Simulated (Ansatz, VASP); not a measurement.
# Two plane-wave programs on MgSe

The input POSCAR:

```
MgSe
1.0
    0.0000000000      2.7366676200      2.7366676200
    2.7366676200      0.0000000000      2.7366676200
    2.7366676200      2.7366676200      0.0000000000
Mg Se
1 1
Direct
    0.0000000000      0.0000000000      0.0000000000
    0.5000000000      0.5000000000      0.5000000000
```

The input INCAR.step1:

```
ALGO = Normal
EDIFF = 1E-5
ENCUT = 520
GGA = PE
GGA_COMPAT = False
ISIF = 2
ISMEAR = -1
LASPH = True
LCHARG = False
LREAL = False
LWAVE = True
NBANDS = 11
NELM = 120
PREC = Accurate
SIGMA = 0.02
```

Contents of INCAR.step2:

```
AEXX = 0.25
ALGO = Normal
EDIFF = 1E-6
ENCUT = 520
GGA = PE
GGA_COMPAT = False
ISIF = 2
ISMEAR = -1
ISTART = 1
LASPH = True
LCHARG = False
LHFCALC = True
LREAL = False
LWAVE = False
NBANDS = 11
NELM = 120
PREC = Accurate
PRECFOCK = Normal
SIGMA = 0.02
```

The input KPOINTS:

```
k-points
0
Gamma
  8 8 8
```

Input for Ansatz:

```yaml
crystal:
  lattice:
    - [0.0, 2.73666762, 2.73666762]
    - [2.73666762, 0.0, 2.73666762]
    - [2.73666762, 2.73666762, 0.0]
  atoms:
    - { symbol: Mg, position: [0.0, 0.0, 0.0] }
    - { symbol: Se, position: [0.5, 0.5, 0.5] }
  symmetry: { tolerance: 0.0003 }
hamiltonian:
  xc: pbe0
  pseudopotentials: { kind: paw, azcp: { folder: soft_1 } }
basis:
  ecutwfc: 420
magnetization:
  spin_polarized: false
scf:
  occupations: { method: fermi_dirac, width: 0.02 }
kpoints:
  mp_grid: { grid: [8, 8, 8], shift: [0, 0, 0] }
output:
  forces: true
  stress: true
  eigenvalues: true
  bader: true
  populations: true
  elf: true
  write_potential: true
  write_density: true
  volumetric_format: npy
  dos:
    e_range: [-12, 8]
    de: 0.05
    projected: { site_lists: { Mg: [Mg], Se: [Se] } }
```

Alike in both runs: task single point; functional PBE0; k mesh 8 × 8 × 8; occupations fermi-dirac, width 0.02 eV; no spin polarisation.

```csv
,VASP,Ansatz
version,VASP 6.6.1,Ansatz 0.2.0
potentials or method,"VASP PAW PBE potentials, release 64 (Mg, Se), cutoff 520 eV",PAW plane waves
valence electrons in the cell,8,26
```

```csv
,VASP,Ansatz,Ansatz less VASP
gap on the k mesh at the Fermi level (eV),3.32,3.34,+0.024
pressure (GPa),-0.6,-0.3,+0.33
```

With one functional, cell and mesh, what is left measures potentials, basis and numerics. VASP's potentials hold 8 valence electrons a cell and Ansatz's 26, so a difference there can come from the potentials and not from the codes. Ansatz's warnings: stress exchange threshold loose, stress scf threshold loose.
